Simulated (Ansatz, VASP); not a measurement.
# Hf in VASP and in Ansatz

```
Hf
1.0
     0.00000    2.22000    2.12010
     2.22000    0.00000    2.12010
     2.22000    2.22000    0.00000
Hf
1
Cartesian
  0.0000 0.0000 0.0000
```

Change from the starting cell: strain -0.0450 x Voigt [0, 0, 1, 0, 0, 0], atoms carried along.

Alike in both runs: task single point; functional PBEsol; k mesh 18 × 18 × 18; occupations gaussian, width 0.15 eV; no spin polarisation.

```csv
,VASP,Ansatz
version,VASP 6.6.1,Ansatz 0.2.0
potentials or method,"VASP PAW PBE potentials, release 64 (Hf_pv), cutoff 520 eV","scalar-relativistic, plane waves, PAW"
valence electrons in the cell,10,26
```

|  | VASP | Ansatz | Ansatz less VASP |
| --- | --- | --- | --- |
| gap on the k mesh at the Fermi level (eV) | none | none | - |
| pressure (GPa) | 3.2 | 3.6 | +0.39 |
| traceless stress, the component that is largest in VASP (GPa) | 1.64 | 1.62 | -0.024 |

VASP's potentials were made for PBE, not for PBEsol. A gap of «none» marks a metal or a gap that the smearing closes. VASP's potentials hold 10 valence electrons a cell and Ansatz's 26, so a difference there can come from the potentials and not from the codes.

Spin-orbit coupling is off throughout.
